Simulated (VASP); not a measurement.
Runs of VASP 6.6.1 on Fe. The structure is that of space group P6_3/mmc (No. 194), or close to it. The cells are those of the table. This isn't the form of Fe at room conditions, which is bcc.

```tsv
potentials or basis	spin	cell	k mesh	cutoff (eV)	smearing	gap on the mesh (eV)	pressure (GPa)	moment (μB)
VASP PAW PBE potentials, release 64 (Fe)	collinear	a = 2.353, b = 2.353, c = 7.585 Å, angles 90.0, 90.0, 120.0°, 4 atoms	17 × 17 × 5	520	fermi-dirac 0.05 eV	none	30.6	0.14
VASP PAW PBE potentials, release 64 (Fe)	off	a = 2.482, b = 2.482, c = 7.991 Å, angles 90.0, 90.0, 120.0°, 4 atoms	20 × 20 × 6	520	fermi-dirac 0.1 eV	none	-20.8	-
VASP PAW PBE potentials, release 64 (Fe_sv)	collinear	a = 2.482, b = 2.482, c = 8.001 Å, angles 90.0, 90.0, 120.0°, 4 atoms	17 × 17 × 5	600	fermi-dirac 0.05 eV	none	(b)	1.37
VASP PAW PBE potentials, release 64 (Fe)	collinear	a = 2.318, b = 2.318, c = 7.473 Å, angles 90.0, 90.0, 120.0°, 4 atoms	17 × 17 × 5	520	fermi-dirac 0.05 eV	none	52.9	0.00
VASP PAW PBE potentials, release 64 (Fe)	off	a = 2.353, b = 2.353, c = 7.575 Å, angles 90.0, 90.0, 120.0°, 4 atoms	20 × 20 × 6	520	fermi-dirac 0.1 eV	none	31.5	-
VASP PAW PBE potentials, release 64 (Fe)	collinear	a = 2.386, b = 2.386, c = 7.693 Å, angles 90.0, 90.0, 120.0°, 4 atoms	17 × 17 × 5	520	fermi-dirac 0.05 eV	none	(c)	0.65
VASP PAW PBE potentials, release 64 (Fe)	off	a = 2.451, b = 2.451, c = 7.891 Å, angles 90.0, 90.0, 120.0°, 4 atoms	20 × 20 × 6	520	fermi-dirac 0.1 eV	none	-11.7	-
VASP PAW PBE potentials, release 64 (Fe)	off	a = 2.419, b = 2.419, c = 7.788 Å, angles 90.0, 90.0, 120.0°, 4 atoms	20 × 20 × 6	520	fermi-dirac 0.1 eV	none	(a)	-
```

Alike in all rows: task single point; level PBEsol.

**Question.** Estimate the missing entries.

**Answer.** (a) -0.4; (b) -21.2; (c) 13.2.

Caveats: the PAW data sets were made with another functional, which shifts forces and pressure a little; the cell stands under pressure (at least some runs); the cell stands under tension (at least some runs).

A gap of «none» marks levels without a gap at the run's occupations.

The runs don't all hold the same shells in valence.
